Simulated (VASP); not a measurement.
# Nb2PdSe5 (I4/mmm) in VASP: single point with PBE

Aim: the single point of Nb2PdSe5 with PBE.

All numbers are computed with VASP 6.6.1; they aren't measurements. Logs are shortened: lines on timing, memory, paths and dates and some standing lists are left out, and cuts for length are marked.

## (1) The cell of the first run

The structure is tetragonal, space group I4/mmm (No. 139). The conventional cell has a = 4.667 Å, b = 4.667 Å, c = 13.437 Å, α = 90.00°, β = 90.00°, γ = 90.00°. Nb (site symmetry 4mm) has 9 Se at 2.73 to 3.42 Å and 1 Pd at 3.30 Å and 4 Nb at 3.30 Å within 3.6 Å. Pd (site symmetry 4/mmm) has 12 Se at 3.00 to 3.30 Å and 2 Nb at 3.30 Å within 4.0 Å. Within 4.0 Å of Se (site symmetry 4/mmm) lie 8 Se at 3.00 Å and 4 Pd at 3.30 Å and 2 Nb at 3.42 Å. Se (site symmetry 2mm) has 4 Nb at 2.73 to 2.79 Å and 7 Se at 2.93 to 3.30 Å and 2 Pd at 3.00 Å within 3.6 Å.

## (2) Single point, PBE

Contents of INCAR:

```
SYSTEM = Nb2PdSe5
PREC = Accurate ; ENCUT = 520
EDIFF = 1E-6 ; ISMEAR = 0
SIGMA = 0.1 ; LREAL = .False.
LASPH = .True. ; NELM = 60
ALGO = Normal ; ISIF = 2
LWAVE = .False. ; LCHARG = .False.
GGA = PE ; NBANDS = 43
```

Contents of KPOINTS:

```
Automatic mesh
0
Gamma
  10 10 10
  0 0 0
```

Contents of POSCAR:

```
Nb2PdSe5
1.0
   -2.3333077345      2.3333077345      6.7183661215
    2.3333077345     -2.3333077345      6.7183661215
    2.3333077345      2.3333077345     -6.7183661215
Nb Pd Se
2 1 5
Direct
    0.7543265727      0.7543265727      0.0000000000
    0.2456734273      0.2456734273      0.0000000000
    0.0000000000      0.0000000000      0.0000000000
    0.5000000000      0.5000000000      0.0000000000
    0.8591225672      0.3591225672      0.5000000000
    0.3591225672      0.8591225672      0.5000000000
    0.1408774328      0.6408774328      0.5000000000
    0.6408774328      0.1408774328      0.5000000000
```

Potentials or basis: VASP PAW PBE potentials, release 64 (Nb_sv, Pd, Se).

The run is started by

```
$ cat potpaw_PBE.64/Nb_sv/POTCAR potpaw_PBE.64/Pd/POTCAR potpaw_PBE.64/Se/POTCAR > POTCAR
$ mpirun -np 1 vasp_std > vasp.out
```

OUTCAR:

```text
SYSTEM = Nb2PdSe5
   PREC = Accurate
   ENCUT = 520
   EDIFF = 1E-6
   ISMEAR = 0
   LREAL = .False.
   LASPH = .True.
   NELM = 60
   ISIF = 2
   GGA = PE

 ion  position               nearest neighbor table
   1  0.754  0.754  0.000-   5 2.73   6 2.73   6 2.73   5 2.73   8 2.79   7 2.79   7 2.79   8 2.79

   2  0.246  0.246  0.000-   7 2.73   8 2.73   7 2.73   8 2.73   5 2.79   6 2.79   5 2.79   6 2.79

   3  0.000  0.000  0.000-   5 3.00   6 3.00   5 3.00   6 3.00   8 3.00   7 3.00   7 3.00   8 3.00

   4  0.500  0.500  0.000-
   5  0.859  0.359  0.500-   1 2.73   1 2.73   2 2.79   2 2.79   3 3.00   3 3.00
   6  0.359  0.859  0.500-   1 2.73   1 2.73   2 2.79   2 2.79   3 3.00   3 3.00
   7  0.141  0.641  0.500-   2 2.73   2 2.73   1 2.79   1 2.79   3 3.00   3 3.00
   8  0.641  0.141  0.500-   2 2.73   2 2.73   1 2.79   1 2.79   3 3.00   3 3.00

  LATTYP: Found a body centered tetragonal cell.
 ALAT       =     4.6666154690
 C/A-ratio  =     2.8793313553

  Lattice vectors:

 A1 = (  -2.3333077345,   2.3333077345,   6.7183661215)
 A2 = (   2.3333077345,  -2.3333077345,   6.7183661215)
 A3 = (   2.3333077345,   2.3333077345,  -6.7183661215)

Analysis of symmetry for initial positions (statically):
=====================================================================
 Subroutine PRICEL returns:
 Original cell was already a primitive cell.

 Routine SETGRP: Setting up the symmetry group for a
 body centered tetragonal supercell.

 Subroutine GETGRP returns: Found 16 space group operations
 (whereof 16 operations were pure point group operations)
 out of a pool of 16 trial point group operations.

The static configuration has the point symmetry D_4h.

Analysis of symmetry for dynamics (positions and initial velocities):
=====================================================================
 Subroutine PRICEL returns:
 Original cell was already a primitive cell.

 Routine SETGRP: Setting up the symmetry group for a
 body centered tetragonal supercell.

 Subroutine GETGRP returns: Found 16 space group operations
 (whereof 16 operations were pure point group operations)
 out of a pool of 16 trial point group operations.

The dynamic configuration has the point symmetry D_4h.

 Subroutine INISYM returns: Found 16 space group operations
 (whereof 16 operations are pure point group operations),
 and found     1 'primitive' translations

----------------------------------------------------------------------------------------

                                     Primitive cell

  volume of cell :     146.3079

  direct lattice vectors                    reciprocal lattice vectors
    -2.333307734  2.333307734  6.718366121     0.000000000  0.214288065  0.074422857
     2.333307734 -2.333307734  6.718366121     0.214288065  0.000000000  0.074422857
     2.333307734  2.333307734 -6.718366121     0.214288065  0.214288065  0.000000000

  length of vectors
     7.484991203  7.484991203  7.484991203     0.226843859  0.226843859  0.303049088

  position of ions in fractional coordinates (direct lattice)
     0.754326573  0.754326573  0.000000000
     0.245673427  0.245673427  0.000000000
     0.000000000  0.000000000  0.000000000
     0.500000000  0.500000000  0.000000000
     0.859122567  0.359122567  0.500000000
     0.359122567  0.859122567  0.500000000
     0.140877433  0.640877433  0.500000000
     0.640877433  0.140877433  0.500000000

  ion indices of the primitive-cell ions
   primitive index   ion index
                 1           1
                 2           2
                 3           3
                 4           4
                 5           5
                 6           6
                 7           7
                 8           8

----------------------------------------------------------------------------------------

 KPOINTS: Automatic mesh

Automatic generation of k-mesh.
 Grid dimensions read from file:
 generate k-points for:   10   10   10

 Generating k-lattice:

  Cartesian coordinates                     Fractional coordinates (reciprocal lattice)
     0.000000000  0.021428807  0.007442286     0.100000000  0.000000000  0.000000000
     0.021428807  0.000000000  0.007442286     0.000000000  0.100000000  0.000000000
     0.021428807  0.021428807  0.000000000     0.000000000  0.000000000  0.100000000

  Length of vectors
     0.022684386  0.022684386  0.030304909

  Shift w.r.t. Gamma in fractional coordinates (k-lattice)
     0.000000000  0.000000000  0.000000000

 Subroutine IBZKPT returns following result:
 ===========================================

 Found    102 irreducible k-points:

 Following reciprocal coordinates:
            Coordinates               Weight
  0.000000  0.000000  0.000000      1.000000
  0.100000  0.000000 -0.000000      8.000000
  0.200000  0.000000 -0.000000      8.000000
  0.300000  0.000000 -0.000000      8.000000
  0.400000  0.000000  0.000000      8.000000
  0.500000  0.000000 -0.000000      4.000000
[... 16 lines left out ...]
  0.300000  0.300000 -0.000000      8.000000
  0.400000  0.300000 -0.000000     16.000000
 [... further k-points ...]
   k-points           NKPTS =    102   k-points in BZ     NKDIM =    102   number of bands    NBANDS=     43
   number of dos      NEDOS =    301   number of ions     NIONS =      8
   total plane-waves  NPLWV = 175616
   dimension x,y,z NGX =    56 NGY =   56 NGZ =   56
   dimension x,y,z NGXF=   112 NGYF=  112 NGZF=  112
   ions per type =               2   1   5
   NGX,Y,Z   is equivalent  to a cutoff of  12.44, 12.44, 12.44 a.u.
   NGXF,Y,Z  is equivalent  to a cutoff of  24.88, 24.88, 24.88 a.u.
 SYSTEM =  Nb2PdSe5
   PREC   = accura    normal or accurate (medium, high low for compatibility)
   ISTART =      0    job   : 0-new  1-cont  2-samecut
   ICHARG =      2    charge: 1-file 2-atom 10-const
   ISPIN  =      1    spin polarized calculation?
   LNONCOLLINEAR =      F non collinear calculations
   LSORBIT =      F    spin-orbit coupling
   LASPH  =      T    aspherical Exc in radial PAW
   ENCUT  =  520.0 eV  38.22 Ry    6.18 a.u.  13.92 13.92 13.92*2*pi/ulx,y,z
   NELM   =     60;   NELMIN=  2; NELMDL= -5     # of ELM steps
   EDIFF  = 0.1E-05   stopping-criterion for ELM
   LREAL  =      F    real-space projection
   EDIFFG = 0.1E-04   stopping-criterion for IOM
   NSW    =      0    number of steps for IOM
   IBRION =     -1    ionic relax: 0-MD 1-quasi-New 2-CG
   NFREE  =      0    steps in history (QN), initial steepest desc. (CG)
   ISIF   =      2    stress and relaxation
   ISYM   =      2    0-nonsym 1-usesym 2-fastsym
   POTIM  = 0.5000    time-step for ionic-motion
   TEBEG  =    0.0;   TEEND  =   0.0 temperature during run
   PSTRESS=    0.0 pullay stress
   NELECT =      66.0000    total number of electrons
   NUPDOWN=      -1.0000    fix difference up-down
   EMIN   =  10.00;   EMAX   =-10.00  energy-range for DOS
   EFERMI =   0.00;   METHOD = LEGACY
   ISMEAR =     0;   SIGMA  =   0.10  broadening in eV -4-tet -1-fermi 0-gaus
   EFERMI_NEDOS =   21; number of points for ismear=-14 and -15
   IALGO  =     38    algorithm
   IMIX   =      4    mixing-type and parameters
     AMIX     =   0.40;   BMIX     =  1.00
     AMIX_MAG =   1.60;   BMIX_MAG =  1.00
  volume/ion in A,a.u.               =      18.29       123.42
  Fermi-wavevector in a.u.,A,eV,Ry     =   1.255549  2.372643 21.448260  1.576403
  Thomas-Fermi vector in A             =   2.389300
   LORBIT       =      0    0 simple, 1 ext, 2 COOP (PROOUT), +10 PAW based schemes
   GGA     = PE    functional components
   LHFCALC =     F    Hartree Fock is set to
   AEXX    =    0.0000 exact exchange contribution
   IVDW    =     0    specifies the selected vdW correction
   LEPSILON=     F    determine dielectric tensor
   LRPA    =     F    only Hartree local field effects (RPA)
 non-spin polarized calculation
 Gauss-broadening in eV      SIGMA  =   0.10
  energy-cutoff  :      520.00
  volume of cell :      146.31
 maximum number of plane-waves:      3973
   NGX = 27   NGY = 27   NGZ = 27

 number of electron      65.9999998 magnetization

 Free energy of the ion-electron system (eV)
  ---------------------------------------------------
  ext. energy  EPLUGINS =         0.00000000
  ---------------------------------------------------
  free energy    TOTEN  =       -45.46334497 eV

  energy without entropy =      -45.44305996  energy(sigma->0) =      -45.45320246

 E-fermi :   8.2225     XC(G=0): -11.4611

 val. band max:        8.2209927069   @ k =   0.3000   0.2000   0.1000
 cond. band min:       8.2266649922   @ k =  -0.1000   0.3000   0.1000
 fundamental gap:      0.0056722854
 Fermi energy:         8.2224794410

 k-point     1 :       0.0000    0.0000    0.0000
  band No.  band energies     occupation
      1     -47.3697      2.00000
      2     -47.3307      2.00000
      3     -23.5298      2.00000
      4     -23.5298      2.00000
      5     -23.4943      2.00000
      6     -23.4215      2.00000
[... 35 lines left out ...]
     42      11.9676      0.00000
     43      11.9692      0.00000

 k-point     2 :       0.1000    0.0000   -0.0000
  band No.  band energies     occupation
      1     -47.3687      2.00000
      2     -47.3316      2.00000
      3     -23.5259      2.00000
      4     -23.5243      2.00000
      5     -23.4922      2.00000
      6     -23.4231      2.00000
[... 35 lines left out ...]
     42      11.7853      0.00000
     43      12.0773      0.00000

 k-point     3 :       0.2000    0.0000   -0.0000
  band No.  band energies     occupation
      1     -47.3659      2.00000
      2     -47.3344      2.00000
      3     -23.5140      2.00000
      4     -23.5082      2.00000
      5     -23.4860      2.00000
      6     -23.4279      2.00000
[... 919 lines left out ...]
      6     -23.4422      2.00000
[... 35 lines left out ...]
     42      11.4464      0.00000
     43      11.8130      0.00000

 k-point    24 :       0.4000    0.3000   -0.0000
  band No.  band energies     occupation
      1     -47.3534      2.00000
      2     -47.3463      2.00000
      3     -23.5666      2.00000
      4     -23.5262      2.00000
      5     -23.4616      2.00000
      6     -23.4479      2.00000
[... 35 lines left out ...]
     42      11.3661      0.00000
     43      11.5576      0.00000

 [... further k-points ...]
[... 5 lines left out ...]
  --------------------------------------------------------------------------------------
  -------------------------------------------------------------------------------------
  Total       -0.0381050     -0.0381050     -0.0346604      0.0000000      0.0000000      0.0000000
  in kB       -0.4172775     -0.4172775     -0.3795568      0.0000000      0.0000000      0.0000000
  external PRESSURE =      -0.4047039 kB  Pullay stress =       0.0000000 kB

 VOLUME and BASIS-vectors are now :
 -----------------------------------------------------------------------------
  energy-cutoff  :      520.00
  volume of cell :      146.31
      direct lattice vectors                 reciprocal lattice vectors
    -2.333307734  2.333307734  6.718366121     0.000000000  0.214288065  0.074422857
     2.333307734 -2.333307734  6.718366121     0.214288065  0.000000000  0.074422857
     2.333307734  2.333307734 -6.718366121     0.214288065  0.214288065  0.000000000

 POSITION                                       TOTAL-FORCE (eV/Angst)
 -----------------------------------------------------------------------------------
      0.00000      0.00000     10.13568         0.000000      0.000000      0.001198
      0.00000      0.00000      3.30105         0.000000      0.000000     -0.001198
      0.00000      0.00000      0.00000         0.000000      0.000000      0.000000
      0.00000      0.00000      6.71837         0.000000      0.000000      0.000000
      0.00000      2.33331      4.82543         0.000000      0.000000      0.001668
      2.33331      0.00000      4.82543        -0.000000     -0.000000      0.001668
      2.33331      0.00000      1.89293        -0.000000     -0.000000     -0.001668
      0.00000      2.33331      1.89293        -0.000000     -0.000000     -0.001668
 -----------------------------------------------------------------------------------
    total drift:                                0.000000      0.000000     -0.000000

  FREE ENERGIE OF THE ION-ELECTRON SYSTEM (eV)
  ---------------------------------------------------
  free  energy   TOTEN  =       -45.4633449651 eV

  energy  without entropy=      -45.4430599641  energy(sigma->0) =      -45.45320246
```

Wall time 39 min (1 thread of AMD EPYC 7R13, shared host); peak memory 0.8 GiB.

What came out:

```
Free energy            : -45.4633 eV
Pressure               : 0.0 GPa
Band gap on the k mesh : zero (band 33 reaches 8.25 eV, above the bottom of band 34 at 8.21 eV)
```

Levels at points of the mesh, in eV from the Fermi level:
| k point | band 29 | band 30 | band 31 | band 32 | band 33 | band 34 | band 35 | band 36 | band 37 | band 38 |
| --- | --- | --- | --- | --- | --- | --- | --- | --- | --- | --- |
| (0.00, 0.00, 0.00) | -1.25 | -1.11 | -1.11 | -0.93 | -0.93 | 0.12 | 0.28 | 1.19 | 1.69 | 1.94 |
| (0.50, 0.00, 0.00) | -1.45 | -1.17 | -0.68 | -0.49 | -0.32 | 0.15 | 0.47 | 1.32 | 1.40 | 1.43 |
| (0.50, 0.50, 0.00) | -1.24 | -0.92 | -0.48 | -0.10 | -0.05 | 0.06 | 0.46 | 0.61 | 0.79 | 2.32 |
| (0.50, 0.50, 0.50) | -1.23 | -1.23 | -1.22 | -0.79 | -0.79 | 0.10 | 0.48 | 0.53 | 1.18 | 2.75 |
